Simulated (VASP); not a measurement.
Write the native input for VASP 6.6.1 that does the following.

- Task: single point
- Functional: LDA
- Potentials or basis: VASP PAW LDA potentials, release 64 (Zn)
- Cutoff: 520 eV
- k mesh: 13 × 13 × 13
- Occupations: fermi-dirac, width 0.1 eV
- Spin: no spin polarisation
- Dipole correction: no
- Further INCAR settings: ALGO = Normal; EDIFF = 1e-06; NBANDS = 19

The structure of Zn lies in POSCAR:

```
Zn
1.0
    0.0000000000      2.8188264119      2.8188264119
    2.8188264119      0.0000000000      2.8188264119
    2.8188264119      2.8188264119      0.0000000000
Zn
2
Direct
   -0.1250000000     -0.1250000000     -0.1250000000
    0.1250000000      0.1250000000      0.1250000000
```

These files were run (other wordings do the same):

INCAR

```
PREC = Accurate
ENCUT = 520
EDIFF = 1E-6
ISMEAR = -1
SIGMA = 0.1
LREAL = False
LASPH = True
NELM = 100
ALGO = Normal
ISIF = 2
LWAVE = False
LCHARG = False
GGA = CA
NBANDS = 19
```

KPOINTS

```
regular mesh
0
Gamma
  13 13 13
```

Potentials or basis: VASP PAW LDA potentials, release 64 (Zn).

Command:

```bash
$ cat potpaw_LDA.64/Zn/POTCAR > POTCAR
$ mpirun -np 1 vasp_std > vasp.out
```

It gave:

```yaml
Pressure: -1.4 GPa
Band_gap_on_the_k_mesh: zero (band 12 reaches 6.00 eV, above the bottom of band 13 at -0.39 eV)
```

Wall time 75 s on 1 thread of Intel Xeon 8259CL, on a shared host, peak memory 0.18 GiB.
